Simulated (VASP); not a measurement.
# TaAgC (P4/mmm) in VASP: single point with PBE

Aim: the single point of TaAgC with PBE.

Program: VASP 6.6.1. These are calculated values, not measurements. Logs are shortened: lines on timing, memory, paths and dates and some standing lists are left out, and cuts for length are marked.

## Step 1: The cell of the first run

Symmetry: P4/mmm, No. 123, tetragonal system. The conventional cell has a = 3.023 Å, b = 3.023 Å, c = 5.700 Å, α = 90.00°, β = 90.00°, γ = 90.00°. Ta (site symmetry 4/mmm) has 4 C at 2.14 Å and 2 Ag at 2.85 Å within 2.9 Å. Ag (site symmetry 4/mmm) has 2 Ta at 2.85 Å and 4 Ag at 3.02 Å and 8 C at 3.56 Å within 3.8 Å. C (site symmetry 4/mmm) has 4 Ta at 2.14 Å within 2.8 Å.

## Step 2: Single point, PBE

The input, INCAR:

```
SYSTEM = TaAgC
ALGO = Normal
EDIFF = 1E-6
ENCUT = 700
GGA = PE
GGA_COMPAT = .False.
ISIF = 2
ISMEAR = 0
LASPH = .True.
LCHARG = .False.
LREAL = .False.
LWAVE = .False.
NBANDS = 45
NELM = 120
PREC = Accurate
SIGMA = 0.2
```

The input, KPOINTS:

```
k-points
0
Gamma
  8 4 4
  0 0 0
```

The input, POSCAR:

```
TaAgC
1.0
    0.0000000000      3.0229279323      0.0000000000
    0.0000000000      0.0000000000      5.6998691364
    6.0458558645      0.0000000000      0.0000000000
Ta Ag C
2 2 2
Direct
    0.5000000000      0.5000000000      0.2500000000
    0.5000000000      0.5000000000      0.7500000000
    0.5000000000      0.0000000000      0.2500000000
    0.5000000000      0.0000000000      0.7500000000
    0.0000000000      0.5000000000      0.5000000000
    0.0000000000      0.5000000000      1.0000000000
```

Potentials or basis: VASP PAW PBE potentials, release 64 (Ta_sv_GW, Ag_sv_GW, C).

Launch:

```console
cat potpaw_PBE.64/Ta_sv_GW/POTCAR potpaw_PBE.64/Ag_sv_GW/POTCAR potpaw_PBE.64/C/POTCAR > POTCAR
mpirun -np 1 vasp_std > vasp.out
```

OUTCAR:

```text
SYSTEM = TaAgC
   EDIFF = 1E-6
   ENCUT = 700
   GGA = PE
   ISIF = 2
   ISMEAR = 0
   LASPH = .True.
   LREAL = .False.
   NELM = 120
   PREC = Accurate

 ion  position               nearest neighbor table
   1  0.500  0.500  0.250-   5 2.14   6 2.14   5 2.14   6 2.14   3 2.85   3 2.85   2 3.02   2 3.02

   2  0.500  0.500  0.750-   5 2.14   6 2.14   5 2.14   6 2.14   4 2.85   4 2.85   1 3.02   1 3.02

   3  0.500  0.000  0.250-   1 2.85   1 2.85
   4  0.500  0.000  0.750-   2 2.85   2 2.85
   5  0.000  0.500  0.500-   1 2.14   2 2.14   1 2.14   2 2.14
   6  0.000  0.500  0.000-   1 2.14   2 2.14   1 2.14   2 2.14

  LATTYP: Found a simple orthorhombic cell.
 ALAT       =     3.0229279323
 B/A-ratio  =     1.8855458231
 C/A-ratio  =     2.0000000000

  Lattice vectors:

 A1 = (   0.0000000000,   3.0229279323,   0.0000000000)
 A2 = (   0.0000000000,   0.0000000000,   5.6998691364)
 A3 = (   6.0458558645,   0.0000000000,   0.0000000000)

Analysis of symmetry for initial positions (statically):
=====================================================================
 Subroutine PRICEL returns following result:

  LATTYP: Found a simple tetragonal cell.
 ALAT       =     3.0229279323
 C/A-ratio  =     1.8855458231

  Lattice vectors:

 A1 = (   0.0000000000,  -3.0229279323,   0.0000000000)
 A2 = (   3.0229279323,   0.0000000000,   0.0000000000)
 A3 = (   0.0000000000,   0.0000000000,   5.6998691364)

   2 primitive cells build up your supercell.

 Routine SETGRP: Setting up the symmetry group for a
 simple orthorhombic supercell.

 Subroutine GETGRP returns: Found  8 space group operations
 (whereof  8 operations were pure point group operations)
 out of a pool of  8 trial point group operations.

The static configuration has the point symmetry D_2h.

Analysis of symmetry for dynamics (positions and initial velocities):
=====================================================================
 Subroutine PRICEL returns following result:

  LATTYP: Found a simple tetragonal cell.
 ALAT       =     3.0229279323
 C/A-ratio  =     1.8855458231

  Lattice vectors:

 A1 = (   0.0000000000,  -3.0229279323,   0.0000000000)
 A2 = (   3.0229279323,   0.0000000000,   0.0000000000)
 A3 = (   0.0000000000,   0.0000000000,   5.6998691364)

   2 primitive cells build up your supercell.

 Routine SETGRP: Setting up the symmetry group for a
 simple orthorhombic supercell.

 Subroutine GETGRP returns: Found  8 space group operations
 (whereof  8 operations were pure point group operations)
 out of a pool of  8 trial point group operations.

The dynamic configuration has the point symmetry D_2h.

 Subroutine INISYM returns: Found  8 space group operations
 (whereof  8 operations are pure point group operations),
 and found     2 'primitive' translations

----------------------------------------------------------------------------------------

                                     Primitive cell

  volume of cell :      52.0859

  direct lattice vectors                    reciprocal lattice vectors
     0.000000000 -3.022927932  0.000000000     0.000000000 -0.330805108  0.000000000
     3.022927932  0.000000000  0.000000000     0.330805108  0.000000000  0.000000000
     0.000000000  0.000000000  5.699869136     0.000000000  0.000000000  0.175442624

  length of vectors
     3.022927932  3.022927932  5.699869136     0.330805108  0.330805108  0.175442624

  position of ions in fractional coordinates (direct lattice)
     0.500000000  0.500000000  0.500000000
     0.500000000  0.500000000  0.000000000
     0.000000000  0.000000000  0.500000000

  ion indices of the primitive-cell ions
   primitive index   ion index
                 1           1
                 2           3
                 3           5

----------------------------------------------------------------------------------------

 KPOINTS: k-points

Automatic generation of k-mesh.
 Grid dimensions read from file:
 generate k-points for:    8    4    4

 Generating k-lattice:

  Cartesian coordinates                     Fractional coordinates (reciprocal lattice)
     0.000000000  0.041350638  0.000000000     0.125000000  0.000000000  0.000000000
     0.000000000  0.000000000  0.043860656     0.000000000  0.250000000  0.000000000
     0.041350638  0.000000000  0.000000000     0.000000000  0.000000000  0.250000000

  Length of vectors
     0.041350638  0.043860656  0.041350638

  Shift w.r.t. Gamma in fractional coordinates (k-lattice)
     0.000000000  0.000000000  0.000000000

 Subroutine IBZKPT returns following result:
 ===========================================

 Found     45 irreducible k-points:

 Following reciprocal coordinates:
            Coordinates               Weight
  0.000000  0.000000  0.000000      1.000000
  0.125000  0.000000  0.000000      2.000000
  0.250000  0.000000  0.000000      2.000000
  0.375000  0.000000  0.000000      2.000000
  0.500000  0.000000  0.000000      1.000000
  0.000000  0.250000  0.000000      2.000000
[... 16 lines left out ...]
  0.250000  0.250000  0.250000      8.000000
  0.375000  0.250000  0.250000      8.000000
 [... further k-points ...]
   k-points           NKPTS =     45   k-points in BZ     NKDIM =     45   number of bands    NBANDS=     45
   number of dos      NEDOS =    301   number of ions     NIONS =      6
   total plane-waves  NPLWV =  75600
   dimension x,y,z NGX =    28 NGY =   50 NGZ =   54
   dimension x,y,z NGXF=    56 NGYF=  100 NGZF=  108
   ions per type =               2   2   2
   NGX,Y,Z   is equivalent  to a cutoff of  15.40, 14.58, 14.85 a.u.
   NGXF,Y,Z  is equivalent  to a cutoff of  30.80, 29.17, 29.70 a.u.
 SYSTEM =  TaAgC
   PREC   = accura    normal or accurate (medium, high low for compatibility)
   ISTART =      0    job   : 0-new  1-cont  2-samecut
   ICHARG =      2    charge: 1-file 2-atom 10-const
   ISPIN  =      1    spin polarized calculation?
   LNONCOLLINEAR =      F non collinear calculations
   LSORBIT =      F    spin-orbit coupling
   LASPH  =      T    aspherical Exc in radial PAW
   ENCUT  =  700.0 eV  51.45 Ry    7.17 a.u.   6.52 12.30 13.04*2*pi/ulx,y,z
   NELM   =    120;   NELMIN=  2; NELMDL= -5     # of ELM steps
   EDIFF  = 0.1E-05   stopping-criterion for ELM
   LREAL  =      F    real-space projection
   EDIFFG = 0.1E-04   stopping-criterion for IOM
   NSW    =      0    number of steps for IOM
   IBRION =     -1    ionic relax: 0-MD 1-quasi-New 2-CG
   NFREE  =      0    steps in history (QN), initial steepest desc. (CG)
   ISIF   =      2    stress and relaxation
   ISYM   =      2    0-nonsym 1-usesym 2-fastsym
   POTIM  = 0.5000    time-step for ionic-motion
   TEBEG  =    0.0;   TEEND  =   0.0 temperature during run
   PSTRESS=    0.0 pullay stress
   NELECT =      72.0000    total number of electrons
   NUPDOWN=      -1.0000    fix difference up-down
   EMIN   =  10.00;   EMAX   =-10.00  energy-range for DOS
   EFERMI =   0.00;   METHOD = LEGACY
   ISMEAR =     0;   SIGMA  =   0.20  broadening in eV -4-tet -1-fermi 0-gaus
   EFERMI_NEDOS =   21; number of points for ismear=-14 and -15
   IALGO  =     38    algorithm
   IMIX   =      4    mixing-type and parameters
     AMIX     =   0.40;   BMIX     =  1.00
     AMIX_MAG =   1.60;   BMIX_MAG =  1.00
  volume/ion in A,a.u.               =      17.36       117.16
  Fermi-wavevector in a.u.,A,eV,Ry     =   1.447445  2.735275 28.505539  2.095098
  Thomas-Fermi vector in A             =   2.565399
   LORBIT       =      0    0 simple, 1 ext, 2 COOP (PROOUT), +10 PAW based schemes
   GGA     = PE    functional components
   LHFCALC =     F    Hartree Fock is set to
   AEXX    =    0.0000 exact exchange contribution
   IVDW    =     0    specifies the selected vdW correction
   LEPSILON=     F    determine dielectric tensor
   LRPA    =     F    only Hartree local field effects (RPA)
 non-spin polarized calculation
 Gauss-broadening in eV      SIGMA  =   0.20
  energy-cutoff  :      700.00
  volume of cell :      104.17
 maximum number of plane-waves:      4420
 NGX is ok and might be reduce to    28
   NGX = 13   NGY = 25   NGZ = 27

 number of electron      72.0000005 magnetization

 Free energy of the ion-electron system (eV)
  ---------------------------------------------------
  ext. energy  EPLUGINS =         0.00000000
  ---------------------------------------------------
  free energy    TOTEN  =       -46.07214505 eV

  energy without entropy =      -46.00793887  energy(sigma->0) =      -46.04004196

 E-fermi :   6.1589     XC(G=0): -11.2783

 val. band max:        6.1257077736   @ k =   0.0000   0.5000   0.2500
 cond. band min:       6.2024965673   @ k =   0.5000   0.0000   0.0000
 fundamental gap:      0.0767887937
 Fermi energy:         6.1588710594

 k-point     1 :       0.0000    0.0000    0.0000
  band No.  band energies     occupation
      1     -85.4602      2.00000
      2     -85.4573      2.00000
      3     -61.8784      2.00000
      4     -61.8520      2.00000
      5     -49.0427      2.00000
      6     -49.0387      2.00000
[... 37 lines left out ...]
     44      10.4834      0.00000
     45      10.8797      0.00000

 k-point     2 :       0.1250    0.0000    0.0000
  band No.  band energies     occupation
      1     -85.4598      2.00000
      2     -85.4569      2.00000
      3     -61.8746      2.00000
      4     -61.8482      2.00000
      5     -49.0421      2.00000
      6     -49.0382      2.00000
[... 37 lines left out ...]
     44      11.1297      0.00000
     45      11.1673      0.00000

 k-point     3 :       0.2500    0.0000    0.0000
  band No.  band energies     occupation
      1     -85.4588      2.00000
      2     -85.4559      2.00000
      3     -61.8652      2.00000
      4     -61.8389      2.00000
      5     -49.0407      2.00000
      6     -49.0368      2.00000
[... 37 lines left out ...]
     44      11.3905      0.00000
     45      11.7572      0.00000

 k-point     4 :       0.3750    0.0000    0.0000
  band No.  band energies     occupation
      1     -85.4577      2.00000
      2     -85.4549      2.00000
      3     -61.8559      2.00000
      4     -61.8295      2.00000
      5     -49.0393      2.00000
      6     -49.0354      2.00000
[... 901 lines left out ...]
     44      10.3645      0.00000
     45      11.2895      0.00000

 k-point    23 :       0.2500    0.2500    0.2500
  band No.  band energies     occupation
      1     -85.4583      2.00000
      2     -85.4563      2.00000
      3     -61.8614      2.00000
      4     -61.8428      2.00000
      5     -49.0400      2.00000
      6     -49.0372      2.00000
[... 37 lines left out ...]
     44      11.0262      0.00000
     45      11.4103      0.00000

 k-point    24 :       0.3750    0.2500    0.2500
  band No.  band energies     occupation
      1     -85.4573      2.00000
      2     -85.4553      2.00000
      3     -61.8521      2.00000
      4     -61.8334      2.00000
      5     -49.0385      2.00000
      6     -49.0358      2.00000
[... 37 lines left out ...]
     44      11.2862      0.00000
     45      11.8047      0.00000

 [... further k-points ...]

------------------------ aborting loop because EDIFF is reached ----------------------------------------

  FORCE on cell =-STRESS in cart. coord.  units (eV):
  Direction    XX          YY          ZZ          XY          YZ          ZX
  --------------------------------------------------------------------------------------
  -------------------------------------------------------------------------------------
  Total       -0.5395279     -0.5408729      0.5410989      0.0000000      0.0000000      0.0000000
  in kB       -8.2980108     -8.3186980      8.3221728      0.0000000      0.0000000      0.0000000
  external PRESSURE =      -2.7648453 kB  Pullay stress =       0.0000000 kB

 VOLUME and BASIS-vectors are now :
 -----------------------------------------------------------------------------
  energy-cutoff  :      700.00
  volume of cell :      104.17
      direct lattice vectors                 reciprocal lattice vectors
     0.000000000  3.022927932  0.000000000     0.000000000  0.330805108  0.000000000
     0.000000000  0.000000000  5.699869136     0.000000000  0.000000000  0.175442624
     6.045855865  0.000000000  0.000000000     0.165402554  0.000000000  0.000000000

 POSITION                                       TOTAL-FORCE (eV/Angst)
 -----------------------------------------------------------------------------------
      1.51146      1.51146      2.84993        -0.000000     -0.000000      0.000000
      4.53439      1.51146      2.84993        -0.000000     -0.000000      0.000000
      1.51146      1.51146      0.00000        -0.000000      0.000000      0.000000
      4.53439      1.51146      0.00000         0.000000      0.000000      0.000000
      3.02293      0.00000      2.84993         0.000000      0.000000      0.000000
      0.00000      0.00000      2.84993         0.000000      0.000000      0.000000
 -----------------------------------------------------------------------------------
    total drift:                                0.000000      0.000000     -0.000000

  FREE ENERGIE OF THE ION-ELECTRON SYSTEM (eV)
  ---------------------------------------------------
  free  energy   TOTEN  =       -46.0721450472 eV

  energy  without entropy=      -46.0079388705  energy(sigma->0) =      -46.04004196
```

Wall time 9.9 min (1 thread of Intel Xeon Platinum 8259CL at 2.50GHz (Skylake/Cascade Lake), shared host); peak memory 0.49 GiB.

Results:

```
Free energy            : -46.0721 eV
Pressure               : -0.3 GPa
Band gap on the k mesh : zero (bands 36 and 37 overlap by 1.17 eV)
```

Stress tensor (GPa, compression positive):
```
-0.83  0.00  0.00
 0.00 -0.83  0.00
 0.00  0.00  0.83
```

Caveat: spin-orbit coupling is left out, which moves the levels of the heavy elements.

The gap in the log of VASP goes by the Fermi energy; the results here count the filled bands.